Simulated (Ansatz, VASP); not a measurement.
**Two plane-wave programs on BN**

```
B N
1.0
     0.00000    1.66796    1.66796
     1.66796    0.00000    1.66796
     1.66796    1.66796    0.00000
B N
1 1
Direct
  0.00000 0.00000 0.00000
  0.75000 0.75000 0.75000
```

Change from the starting cell: strain -0.080 along x and y, -0.080 along z, atoms carried along.

Alike in both runs: task single point; functional r2SCAN; k mesh 12 × 12 × 12; occupations gaussian, width 0.05 eV; no spin polarisation.

|  | VASP | Ansatz |
| --- | --- | --- |
| version | VASP 6.6.1 | Ansatz 0.2.0 |
| potentials or method | VASP PAW PBE potentials, release 64 (B, N), cutoff 520 eV | scalar-relativistic, plane waves, PAW |
| valence electrons in the cell | 8 | 8 |

|  | VASP | Ansatz | Ansatz less VASP |
| --- | --- | --- | --- |
| gap on the k mesh at the Fermi level (eV) | 5.23 | 5.27 | +0.042 |
| least direct gap on the mesh (eV) | 10.71 | 10.77 | +0.064 |
| pressure (GPa) | 143.9 | 141.7 | -2.13 |

VASP's potentials were made for PBE, not for r2SCAN. Both programs put the cell under a high pressure, so it lies far from rest at this level.

Noted on VASP's run: the cell as given lies far from equilibrium.
